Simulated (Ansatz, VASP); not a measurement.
**NiMoIrPdW: VASP beside Ansatz**

INCAR

```
ALGO = Fast
EDIFF = 1E-7
ENCUT = 520
GGA = PE
ISIF = 2
ISMEAR = -1
ISPIN = 2
LASPH = T
LCHARG = F
LDAU = T
LDAUJ = 0 0 0 0 0
LDAUL = 2 2 2 2 2
LDAUPRINT = 1
LDAUTYPE = 2
LDAUU = 3 3 3 3 3
LMAXMIX = 4
LORBIT = 11
LREAL = F
LWAVE = F
MAGMOM = 1 1 0 0.6 0
NBANDS = 40
NELM = 150
PREC = Accurate
SIGMA = 0.05
```

KPOINTS

```
k-points
0
Gamma
  8 8 2
```

Contents of POSCAR:

```
NiMoIrPdW
1.0
    2.7607800000      0.0000000000      0.0000000000
   -1.3803900000      2.3909000000      0.0000000000
    0.0000000000      0.0000000000     11.3405100000
Ni Mo Pd Ir W
1 1 1 1 1
Direct
    0.0000000000      0.0000000000      0.7091700000
    0.6666700000      0.3333300000      0.2942500000
    0.6666700000      0.3333300000      0.8990100000
    0.0000000000      0.0000000000      0.1060400000
    0.6666700000      0.3333300000      0.5292100000
```

The input input.yaml:

```yaml
crystal:
  lattice:
    - [2.76078, 0.0, 0.0]
    - [-1.38039, 2.3909, 0.0]
    - [0.0, 0.0, 11.34051]
  atoms:
    - { symbol: Ni, position: [0.0, 0.0, 0.70917], spin: 1.0 }
    - { symbol: Mo, position: [0.66667, 0.33333, 0.29425], spin: 1.0 }
    - { symbol: Pd, position: [0.66667, 0.33333, 0.89901] }
    - { symbol: Ir, position: [0.0, 0.0, 0.10604], spin: 0.6 }
    - { symbol: W, position: [0.66667, 0.33333, 0.52921] }
kpoints:
  mp_grid: { grid: [8, 8, 2] }
scf:
  occupations: { method: fermi_dirac, width: 0.05 }
hamiltonian:
  xc: pbe
  pseudopotentials: { kind: all_electron, lapw: { basis_error: 0.002 } }
  hubbard:
    sites:
      - { species: Ir, l: d, u_eff: 3 }
      - { species: Mo, l: d, u_eff: 3 }
      - { species: Ni, l: d, u_eff: 3 }
      - { species: Pd, l: d, u_eff: 3 }
      - { species: W, l: d, u_eff: 3 }
    double_counting: fll
    projectors: ortho-atomic
magnetization:
  spin_polarized: true
output:
  forces: true
  stress: true
  eigenvalues: true
  hubbard: {}
```

Alike in both runs: task single point; functional PBE; k mesh 8 × 8 × 2; occupations fermi-dirac, width 0.05 eV; collinear spin; Hubbard terms Ir d U = 3.0 eV, Mo d U = 3.0 eV, Ni d U = 3.0 eV, Pd d U = 3.0 eV, W d U = 3.0 eV.

|  | VASP | Ansatz |
| --- | --- | --- |
| version | VASP 6.6.1 | Ansatz 0.2.0 |
| potentials or method | VASP PAW PBE potentials, release 64 (Ni, Mo_sv, Pd, Ir, W_sv), cutoff 520 eV | all-electron LAPW, scalar-relativistic |

Ansatz gave:

```
gap on the k mesh at the Fermi level (eV)                     : none
pressure (GPa)                                                : 1.7
traceless stress, the component that is largest in VASP (GPa) : 2.02
rms of the force components (eV/Å)                            : 0.153
net moment per atom (μB)                                      : 0.00
```

Q: Which values does VASP return?

A: gap on the k mesh at the Fermi level (eV): none; pressure (GPa): -0.5; traceless stress, the component that is largest in VASP (GPa): -0.03; rms of the force components (eV/Å): 0.152; net moment per atom (μB): 0.00.

The programs project onto different local orbitals, so the same U acts differently, and such runs can settle in different states. Atom by atom the forces differ by 0.093 eV/Å (rms over components). A gap of «none» marks a metal or a gap that the smearing closes. Ansatz ran all-electron here, and VASP with PAW potentials.

Neither program's run includes spin-orbit coupling. Noted on Ansatz's run: the k mesh is thin for a metal, which can move the energy by tens of meV per atom; the magnetic state may not be the lowest; U is the effective U less J, on atomic orbitals that reach past the spheres.
